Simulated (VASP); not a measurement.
A run of VASP 6.6.1 is set up as follows.

INCAR

```
SYSTEM = GaAs
  PREC = Accurate
  ENCUT = 500
  EDIFF = 1E-8
  ISMEAR = 0
  SIGMA = 0.01
  LREAL = .False.
  LASPH = .True.
  NELM = 120
  ALGO = Normal
  ISIF = 3
  LWAVE = .False.
  LCHARG = .False.
  GGA = B5
  ALDAX = 1.0
  AGGAX = 1.0
  AGGAC = 1.0
  ALDAC = 0.0
  IBRION = 6
  NFREE = 2
  POTIM = 0.015
  NSW = 1
  GGA_COMPAT = .False.
```

Contents of KPOINTS:

```
Automatic mesh
0
Gamma
  5 5 5
  0 0 0
```

File POSCAR:

```
GaAs
1.0
    0.0000000000      2.8268500000      2.8268500000
    2.8268500000      0.0000000000      2.8268500000
    2.8268500000      2.8268500000      0.0000000000
As Ga
1 1
Direct
    0.7500000000      0.7500000000      0.7500000000
    0.0000000000      0.0000000000      0.0000000000
```

Potentials or basis: VASP PAW PBE potentials, release 64 (As, Ga_d).

Run with:

```bash
$ cat potpaw_PBE.64/As/POTCAR potpaw_PBE.64/Ga_d/POTCAR > POTCAR
$ mpirun -np 1 vasp_std > vasp.out
```

Task: Predict the elastic constants C11, C12, C44.

Result: 116, 56, 56 GPa.

Task: Predict the Voigt bulk modulus.

Result: 76 GPa.

Task: Predict the highest phonon frequency at Γ, LO-TO splitting left out.

Result: 273 cm⁻¹.

Clamped-ion elastic tensor (GPa):
```
116  56  56   0   0   0
 56 116  56   0   0   0
 56  56 116   0   0   0
  0   0   0  79   0   0
  0   0   0   0  79   0
  0   0   0   0   0  79
```

Caveat: the k points lie up to 0.38 Å⁻¹ apart; the cell is under stress, which shifts elastic constants; the PAW data sets were made with another functional, which shifts forces and pressure a little.
